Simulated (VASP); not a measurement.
Crystal: SrO.

```
Sr O
1.0
     4.27547    0.00000    0.00000
    -2.13773    3.70266    0.00000
     0.00000    0.00000    5.15559
Sr O
2 2
Direct
  0.33333 0.66667 0.93813
  0.66667 0.33333 0.43813
  0.33333 0.66667 0.43687
  0.66667 0.33333 0.93687
```

| Item | Value |
| --- | --- |
| Program | VASP 6.6.1 |
| Task | relaxation of cell and atoms |
| Functional | LDA |
| Potentials or basis | VASP PAW LDA potentials, release 64 (Sr_sv, O) |
| Cutoff | 600 eV |
| k mesh | 4 × 4 × 3, shifted |
| Occupations | gaussian, width 0.01 eV |
| Spin | no spin polarisation |

At the start: pressure -4.1 GPa; volume 20.40 Å³/atom.

Where does the relaxation end?

Over 10 steps the energy falls by 14.5 meV/atom and the volume is 19.32 Å³/atom (-5.3 %); space group P6_3/mmc (No. 194, to 0.1 Å) before and after.

The path:
| step | energy change (eV) | largest force (eV/Å) | pressure (GPa) | volume (Å³) |
| --- | --- | --- | --- | --- |
| 1 | 0.0000 | 0.0113 | -4.06 | 81.62 |
| 2 | -0.0486 | 0.0159 | 1.87 | 75.66 |
| 3 | -0.0580 | 0.0147 | -0.01 | 77.28 |
| 4 | -0.0580 | 0.0148 | 0.08 | 77.20 |
| 5 | -0.0581 | 0.0109 | -0.03 | 77.30 |
| 6 | -0.0581 | 0.0103 | -0.04 | 77.32 |
| 7 | -0.0581 | 0.0092 | -0.08 | 77.35 |
| 8 | -0.0581 | 0.0099 | -0.07 | 77.33 |
| 9 | -0.0581 | 0.0101 | -0.07 | 77.32 |
| 10 | -0.0581 | 0.0060 | -0.02 | 77.28 |

Final structure:
```xyz
4
Lattice="4.1999 0.0000 0.0000 -2.0999 3.6372 0.0000 0.0000 0.0000 5.0592" Properties=species:S:1:pos:R:3 pbc="T T T"
Sr    0.0000    2.4248    4.7441
Sr    2.0999    1.2124    2.2145
O     0.0000    2.4248    2.2122
O     2.0999    1.2124    4.7418
```
